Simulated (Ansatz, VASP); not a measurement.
Sc2BSb3: VASP beside Ansatz

```
CELL_PARAMETERS angstrom
5.32295 0.00000 0.00000
-2.66147 4.60981 0.00000
0.00000 0.00000 5.80144
ATOMIC_POSITIONS crystal
Sc 0.33333 0.66667 0.50000
Sc 0.66667 0.33333 0.50000
B 0.00000 0.00000 0.00000
Sb 0.33333 0.66667 0.00000
Sb 0.66667 0.33333 0.00000
Sb 0.00000 0.00000 0.50000
```

Alike in both runs: functional PBE; k mesh 12 × 12 × 8; occupations gaussian, width 0.1 eV; collinear spin.

Ansatz relaxed the structure, and its values are those at the end. VASP's run is a single point on that final structure, the one shown.

|  | VASP | Ansatz |
| --- | --- | --- |
| version | VASP 6.6.1 | Ansatz 0.2.0 |
| potentials or method | VASP PAW PBE potentials, release 64 (Sc_sv, B, Sb), cutoff 520 eV | scalar-relativistic, plane waves, PAW |
| valence electrons in the cell | 40 | 70 |

VASP gave:

* gap on the k mesh at the Fermi level (eV): none
* pressure (GPa): 0.0
* net moment per atom (μB): 0.23
* size of the moment on the site where the two differ most (μB): 0.47

Which values does Ansatz return?

gap on the k mesh at the Fermi level (eV): none; pressure (GPa): 0.0; net moment per atom (μB): 0.23; size of the moment on the site where the two differ most (μB): 0.44.

Site moments also hang on the region over which each program counts them. A gap of «none» marks a metal or a gap that the smearing closes. VASP's potentials hold 40 valence electrons a cell and Ansatz's 70, so a difference there can come from the potentials and not from the codes.

Spin-orbit coupling is off throughout.
